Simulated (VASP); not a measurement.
Input of a VASP 6.6.1 run:

Contents of INCAR:

```
PREC     = Accurate       # precision mode
ENCUT    = 520            # plane-wave cutoff, eV
EDIFF    = 1E-7           # SCF threshold, eV
ISMEAR   = 0              # smearing method
SIGMA    = 0.1            # smearing width, eV
LREAL    = False          # projectors in reciprocal space
LASPH    = True           # aspherical terms in the spheres
NELM     = 150            # most SCF steps
ALGO     = Normal         # electronic algorithm
ISIF     = 2              # what is computed and relaxed
LWAVE    = False          # write WAVECAR
LCHARG   = False          # write CHGCAR
ISPIN    = 2              # spin polarisation
MAGMOM   = 0 1 0 0        # initial moments
LORBIT   = 11             # projections on sites
LMAXMIX  = 4              # l up to which the mixer works
GGA      = PE             # functional
NBANDS   = 28             # bands
```

The input KPOINTS:

```
regular mesh
0
Gamma
  6 6 4
```

POSCAR

```
SrAuN2
1.0
    4.4754827706      0.0000000000      0.0000000000
    0.0000000000      4.4754827706      0.0000000000
    0.0000000000      0.0000000000      6.0525951775
Sr Au N
1 1 2
Direct
    0.0000000000      0.0000000000      0.0000000000
    0.5000000000      0.5000000000      0.5000000000
    0.0000000000      0.0000000000      0.5920230776
    0.0000000000      0.0000000000      0.4079769224
```

Potentials or basis: VASP PAW PBE potentials, release 64 (Sr_sv, Au, N).

Launch:

```console
$ cat potpaw_PBE.64/Sr_sv/POTCAR potpaw_PBE.64/Au/POTCAR potpaw_PBE.64/N/POTCAR > POTCAR
$ mpirun -np 1 vasp_std > vasp.out
```

(1) Predict the largest force.

(2) Estimate the pressure.

(3) Estimate the net moment.

## Answers

(1) 1.414 eV/Å.

(2) 0.8 GPa.

(3) 0.00 μB per cell.

Caveat: the standard files for N, O and F lose accuracy on very short bonds; forces of over 1 eV/Å act on the atoms, so gaps and moduli don't describe the material at rest.
